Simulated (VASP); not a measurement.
# Zr8N9 (a cell with a defect) in VASP: single point with PBEsol

Aim: the single point of Zr8N9 (a cell with a defect) with PBEsol.

Everything below comes from runs of VASP 6.6.1. Logs are shortened: lines on timing, memory, paths and dates and some standing lists are left out, and cuts for length are marked.

## 1. The cell of the first run

The cell holds a defect, 17 atoms: a = 6.489 Å, b = 6.489 Å, c = 6.489 Å, α = 60.00°, β = 60.00°, γ = 60.00°.

## 2. Single point, PBEsol

The input, INCAR:

```
PREC     = Accurate       # precision mode
ENCUT    = 520            # plane-wave cutoff, eV
EDIFF    = 1E-6           # SCF threshold, eV
ISMEAR   = 0              # smearing method
SIGMA    = 0.05           # smearing width, eV
LREAL    = Auto         
LASPH    = True           # aspherical terms in the spheres
NELM     = 100            # most SCF steps
ALGO     = Normal         # electronic algorithm
ISIF     = 2              # what is computed and relaxed
LWAVE    = False          # write WAVECAR
LCHARG   = False          # write CHGCAR
GGA      = PS             # functional
NBANDS   = 84             # bands
```

The input, KPOINTS:

```
Automatic mesh
0
Gamma
  3 3 3
```

The input, POSCAR:

```
Zr8N9
1.0
    0.0000000000      4.5885310000      4.5885310000
    4.5885310000      0.0000000000      4.5885310000
    4.5885310000      4.5885310000      0.0000000000
Zr N
8 9
Direct
    0.2519392372      0.2583748481      0.2594969937
    0.2365492355      0.2431018773      0.7727036169
    0.2365480368      0.7715885542      0.2442226063
    0.2386530678      0.7536819518      0.7548075844
    0.7656015618      0.2429754752      0.2440950056
    0.7470376685      0.2454599304      0.7548586901
    0.7470410465      0.7537331665      0.2465852361
    0.7416584959      0.7483196692      0.7494420328
   -0.0047835571      0.0016221967      0.0027384581
   -0.0009871351      0.0054977290      0.4983417351
   -0.0009883337      0.4972194805      0.0066160608
   -0.0421087926      0.5102910932      0.5114178154
    0.4907352702      0.0054743010      0.0065977543
    0.5036773207     -0.0358862128      0.5115081493
    0.5036796090      0.5103872024     -0.0347652658
    0.5029122610      0.5094535702      0.5105744082
    0.4005570628      0.4063698164      0.4074819370
```

Potentials or basis: VASP PAW PBE potentials, release 64 (Zr_sv, N).

The run is started by

```sh
$ cat potpaw_PBE.64/Zr_sv/POTCAR potpaw_PBE.64/N/POTCAR > POTCAR
$ mpirun -np 1 vasp_std > vasp.out
```

OUTCAR:

```text
PREC = Accurate
   ENCUT = 520
   EDIFF = 1E-6
   ISMEAR = 0
   LREAL = Auto
   LASPH = True
   NELM = 100
   ISIF = 2
   GGA = PS

 ion  position               nearest neighbor table
   1  0.252  0.258  0.259-  13 2.32  10 2.32  11 2.32  14 2.33  15 2.33  12 2.33  17 2.36   2 3.23
                             3 3.23   5 3.24   6 3.25   7 3.25   4 3.25   4 3.25   7 3.25   6 3.25
   2  0.237  0.243  0.773-  17 1.99   9 2.22  11 2.24  13 2.24  16 2.44  12 2.48  14 2.48   5 3.06
                             3 3.06   6 3.23   4 3.23   1 3.23   8 3.25   8 3.25   1 3.26   4 3.26
   3  0.237  0.772  0.244-  17 1.99   9 2.22  10 2.24  13 2.24  16 2.44  12 2.48  15 2.48   5 3.06
                             2 3.06   7 3.23   4 3.23   1 3.23   8 3.25   8 3.25   1 3.26   4 3.26
   4  0.239  0.754  0.755-  15 2.19  14 2.19  16 2.25   9 2.28  11 2.28  10 2.28   7 3.19   6 3.19
                             2 3.23   3 3.23   8 3.23   1 3.25   1 3.25   8 3.26   2 3.26   3 3.26
   5  0.766  0.243  0.244-  17 1.99   9 2.22  11 2.24  10 2.24  16 2.45  15 2.48  14 2.48   3 3.06
                             2 3.06   6 3.23   7 3.23   1 3.24   8 3.25   8 3.25   1 3.26   7 3.26
   6  0.747  0.245  0.755-  15 2.19  12 2.19  16 2.24   9 2.28  13 2.28  10 2.28   4 3.19   7 3.19
                             2 3.23   5 3.23   8 3.23   1 3.25   1 3.25   8 3.26   5 3.26   2 3.26
   7  0.747  0.754  0.247-  14 2.19  12 2.19  16 2.24   9 2.28  13 2.28  11 2.28   4 3.19   6 3.19
                             3 3.23   8 3.23   5 3.23   1 3.25   1 3.25   8 3.26   5 3.26   3 3.26
   8  0.742  0.748  0.749-  15 2.19  14 2.19  12 2.19  13 2.36  11 2.36  10 2.36   7 3.23   6 3.23
                             4 3.23   2 3.25   3 3.25   5 3.25   5 3.25   2 3.25   3 3.25   4 3.26
   9  0.995  0.002  0.003-   5 2.22   2 2.22   3 2.22   4 2.28   6 2.28   7 2.28
  10  0.999  0.005  0.498-   5 2.24   3 2.24   4 2.28   6 2.28   1 2.32   8 2.36
  11  0.999  0.497  0.007-   5 2.24   2 2.24   4 2.28   7 2.28   1 2.32   8 2.36
  12  0.958  0.510  0.511-   8 2.19   7 2.19   6 2.19   1 2.33   2 2.48   3 2.48
  13  0.491  0.005  0.007-   3 2.24   2 2.24   6 2.28   7 2.28   1 2.32   8 2.36
  14  0.504  0.964  0.512-   7 2.19   8 2.19   4 2.19   1 2.33   2 2.48   5 2.48
  15  0.504  0.510  0.965-   6 2.19   8 2.19   4 2.19   1 2.33   3 2.48   5 2.48
  16  0.503  0.509  0.511-  17 1.63   7 2.24   6 2.24   4 2.25   2 2.44   3 2.44   5 2.45
  17  0.401  0.406  0.407-  16 1.63   5 1.99   3 1.99   2 1.99   1 2.36

  LATTYP: Found a face centered cubic cell.
 ALAT       =     9.1770620000

  Lattice vectors:

 A1 = (   0.0000000000,   4.5885310000,   4.5885310000)
 A2 = (   4.5885310000,   0.0000000000,   4.5885310000)
 A3 = (   4.5885310000,   4.5885310000,   0.0000000000)

Analysis of symmetry for initial positions (statically):
=====================================================================
 Subroutine PRICEL returns:
 Original cell was already a primitive cell.

 Routine SETGRP: Setting up the symmetry group for a
 face centered cubic supercell.

 Subroutine GETGRP returns: Found  1 space group operations
 (whereof  1 operations were pure point group operations)
 out of a pool of 48 trial point group operations.

The static configuration has the point symmetry C_1 .

Analysis of symmetry for dynamics (positions and initial velocities):
=====================================================================
 Subroutine PRICEL returns:
 Original cell was already a primitive cell.

 Routine SETGRP: Setting up the symmetry group for a
 face centered cubic supercell.

 Subroutine GETGRP returns: Found  1 space group operations
 (whereof  1 operations were pure point group operations)
 out of a pool of 48 trial point group operations.

The dynamic configuration has the point symmetry C_1 .

 Subroutine INISYM returns: Found  1 space group operations
 (whereof  1 operations are pure point group operations),
 and found     1 'primitive' translations

----------------------------------------------------------------------------------------

                                     Primitive cell

  volume of cell :     193.2195

  direct lattice vectors                    reciprocal lattice vectors
     0.000000000  4.588531000  4.588531000    -0.108967336  0.108967336  0.108967336
     4.588531000  0.000000000  4.588531000     0.108967336 -0.108967336  0.108967336
     4.588531000  4.588531000  0.000000000     0.108967336  0.108967336 -0.108967336

  length of vectors
     6.489162772  6.489162772  6.489162772     0.188736963  0.188736963  0.188736963

  position of ions in fractional coordinates (direct lattice)
     0.251939237  0.258374848  0.259496994
[... 51 lines left out ...]

  Length of vectors
     0.062912321  0.062912321  0.062912321

  Shift w.r.t. Gamma in fractional coordinates (k-lattice)
     0.000000000  0.000000000  0.000000000

 Subroutine IBZKPT returns following result:
 ===========================================

 Found     14 irreducible k-points:

 Following reciprocal coordinates:
            Coordinates               Weight
  0.000000  0.000000  0.000000      1.000000
  0.333333  0.000000  0.000000      2.000000
  0.000000  0.333333  0.000000      2.000000
  0.000000  0.000000  0.333333      2.000000
  0.333333  0.333333  0.333333      2.000000
  0.333333  0.333333  0.000000      2.000000
  0.000000  0.333333  0.333333      2.000000
  0.333333  0.000000  0.333333      2.000000
 -0.333333  0.333333  0.000000      2.000000
  0.000000 -0.333333  0.333333      2.000000
  0.333333  0.000000 -0.333333      2.000000
  0.333333  0.333333 -0.333333      2.000000
 -0.333333  0.333333 -0.333333      2.000000
  0.333333 -0.333333 -0.333333      2.000000
   k-points           NKPTS =     14   k-points in BZ     NKDIM =     14   number of bands    NBANDS=     84
   number of dos      NEDOS =    301   number of ions     NIONS =     17
   total plane-waves  NPLWV = 110592
   dimension x,y,z NGX =    48 NGY =   48 NGZ =   48
   dimension x,y,z NGXF=    96 NGYF=   96 NGZF=   96
   ions per type =               8   9
   NGX,Y,Z   is equivalent  to a cutoff of  12.30, 12.30, 12.30 a.u.
   NGXF,Y,Z  is equivalent  to a cutoff of  24.59, 24.59, 24.59 a.u.
 SYSTEM =  unknown system
   PREC   = accura    normal or accurate (medium, high low for compatibility)
   ISTART =      0    job   : 0-new  1-cont  2-samecut
   ICHARG =      2    charge: 1-file 2-atom 10-const
   ISPIN  =      1    spin polarized calculation?
   LNONCOLLINEAR =      F non collinear calculations
   LSORBIT =      F    spin-orbit coupling
   LASPH  =      T    aspherical Exc in radial PAW
   ENCUT  =  520.0 eV  38.22 Ry    6.18 a.u.  12.07 12.07 12.07*2*pi/ulx,y,z
   NELM   =    100;   NELMIN=  2; NELMDL= -5     # of ELM steps
   EDIFF  = 0.1E-05   stopping-criterion for ELM
   LREAL  =      T    real-space projection
   EDIFFG = 0.1E-04   stopping-criterion for IOM
   NSW    =      0    number of steps for IOM
   IBRION =     -1    ionic relax: 0-MD 1-quasi-New 2-CG
   NFREE  =      0    steps in history (QN), initial steepest desc. (CG)
   ISIF   =      2    stress and relaxation
   ISYM   =      2    0-nonsym 1-usesym 2-fastsym
   POTIM  = 0.5000    time-step for ionic-motion
   TEBEG  =    0.0;   TEEND  =   0.0 temperature during run
   PSTRESS=    0.0 pullay stress
   NELECT =     141.0000    total number of electrons
   NUPDOWN=      -1.0000    fix difference up-down
   EMIN   =  10.00;   EMAX   =-10.00  energy-range for DOS
   EFERMI =   0.00;   METHOD = LEGACY
   ISMEAR =     0;   SIGMA  =   0.05  broadening in eV -4-tet -1-fermi 0-gaus
   EFERMI_NEDOS =   21; number of points for ismear=-14 and -15
   IALGO  =     38    algorithm
   IMIX   =      4    mixing-type and parameters
     AMIX     =   0.40;   BMIX     =  1.00
     AMIX_MAG =   1.60;   BMIX_MAG =  1.00
  volume/ion in A,a.u.               =      11.37        76.70
  Fermi-wavevector in a.u.,A,eV,Ry     =   1.473887  2.785243 29.556521  2.172343
  Thomas-Fermi vector in A             =   2.588725
   LORBIT       =      0    0 simple, 1 ext, 2 COOP (PROOUT), +10 PAW based schemes
   GGA     = PS    functional components
   LHFCALC =     F    Hartree Fock is set to
   AEXX    =    0.0000 exact exchange contribution
   IVDW    =     0    specifies the selected vdW correction
   LEPSILON=     F    determine dielectric tensor
   LRPA    =     F    only Hartree local field effects (RPA)
 non-spin polarized calculation
 Gauss-broadening in eV      SIGMA  =   0.05
  energy-cutoff  :      520.00
  volume of cell :      193.22
 maximum number of plane-waves:      5237
   NGX = 25   NGY = 25   NGZ = 25

 number of electron     140.9999998 magnetization

 Free energy of the ion-electron system (eV)
  ---------------------------------------------------
  ext. energy  EPLUGINS =         0.00000000
  ---------------------------------------------------
  free energy    TOTEN  =      -177.08025051 eV

  energy without entropy =     -177.07251096  energy(sigma->0) =     -177.07638074

 E-fermi :  12.0540     XC(G=0): -12.8339

 val. band max:       12.0380582290   @ k =   0.3333   0.3333   0.0000
 cond. band min:      12.1060428300   @ k =  -0.3333   0.3333   0.0000
 fundamental gap:      0.0679846010
 Fermi energy:        12.0540341479

 k-point     1 :       0.0000    0.0000    0.0000
  band No.  band energies     occupation
      1     -37.3372      2.00000
      2     -37.2329      2.00000
      3     -37.1628      2.00000
      4     -37.1622      2.00000
      5     -37.1224      2.00000
      6     -37.0729      2.00000
[... 1179 lines left out ...]
     81      14.7163      0.00000
     82      14.8573      0.00000
 [bands above 82 left out]

------------------------ aborting loop because EDIFF is reached ----------------------------------------

  FORCE on cell =-STRESS in cart. coord.  units (eV):
  Direction    XX          YY          ZZ          XY          YZ          ZX
  --------------------------------------------------------------------------------------
  -------------------------------------------------------------------------------------
  Total        9.7389825      9.7075115      9.7099144     -1.9187767     -1.9053791     -1.9194409
  in kB       80.7556951     80.4947379     80.5146625    -15.9105069    -15.7994135    -15.9160146
  external PRESSURE =      80.5883652 kB  Pullay stress =       0.0000000 kB

 VOLUME and BASIS-vectors are now :
 -----------------------------------------------------------------------------
  energy-cutoff  :      520.00
  volume of cell :      193.22
      direct lattice vectors                 reciprocal lattice vectors
     0.000000000  4.588531000  4.588531000    -0.108967336  0.108967336  0.108967336
     4.588531000  0.000000000  4.588531000     0.108967336 -0.108967336  0.108967336
     4.588531000  4.588531000  0.000000000     0.108967336  0.108967336 -0.108967336

 POSITION                                       TOTAL-FORCE (eV/Angst)
 -----------------------------------------------------------------------------------
      2.37627      2.34674      2.34159         0.000289      0.000539      0.000502
      4.66106      4.63099      2.20089         0.013533      0.019103     -0.030781
      4.66108      2.20603      4.62587         0.013887     -0.031799      0.019604
      6.92175      4.55852      4.55336        -0.003188     -0.003139     -0.002602
      2.23494      4.63302      4.62789        -0.040068      0.010811      0.010675
      4.58999      6.89150      4.55411        -0.012609      0.001719     -0.001582
[... 9 lines left out ...]
      4.68043      4.65041      4.64527         0.019333      0.019884      0.019714
      3.73438      3.70771      3.70261        -0.008197     -0.034593     -0.034860
 -----------------------------------------------------------------------------------
    total drift:                                0.000433      0.000026     -0.000711

  FREE ENERGIE OF THE ION-ELECTRON SYSTEM (eV)
  ---------------------------------------------------
  free  energy   TOTEN  =      -177.0802505089 eV

  energy  without entropy=     -177.0725109635  energy(sigma->0) =     -177.07638074
```

Wall time 17 min (1 thread of Intel Xeon 8259CL, shared host); peak memory 0.4 GiB.

What came out:

```
Free energy            : -177.0803 eV
Pressure               : 8.1 GPa
Largest force          : 0.050 eV/Å
Band gap on the k mesh : zero (an odd number of electrons rules out a gap without spin polarisation)
```

Forces in eV/Å, atoms in the order of the input:
```
Zr   0.000  0.001  0.001
Zr   0.014  0.019 -0.031
Zr   0.014 -0.032  0.020
Zr  -0.003 -0.003 -0.003
Zr  -0.040  0.011  0.011
Zr  -0.013  0.002 -0.002
Zr  -0.013 -0.001  0.002
Zr   0.012  0.016  0.016
N   -0.008 -0.010 -0.011
N    0.006  0.004 -0.003
N    0.006 -0.003  0.005
N   -0.004  0.003  0.002
N   -0.001  0.002  0.002
N    0.010 -0.005  0.011
N    0.009  0.012 -0.004
N    0.019  0.020  0.020
N   -0.008 -0.035 -0.035
```

Levels at points of the mesh, in eV from the Fermi level:
```
           k point  band 68  band 69  band 70  band 71  band 72  band 73  band 74  band 75
(0.00, 0.00, 0.00)    -2.55    -2.55    -0.89    -0.81     0.62     0.63     1.77     1.78
```

Caveat: the k points lie up to 0.40 Å⁻¹ apart, too coarse for converged energies and pressures of a metal; the PAW data sets were made with another functional, which shifts forces and pressure a little; an odd number of electrons without spin polarisation forces a metal; a magnetic or distorted state may lie lower.

The gap in the log of VASP goes by the Fermi energy; the results here count the filled bands.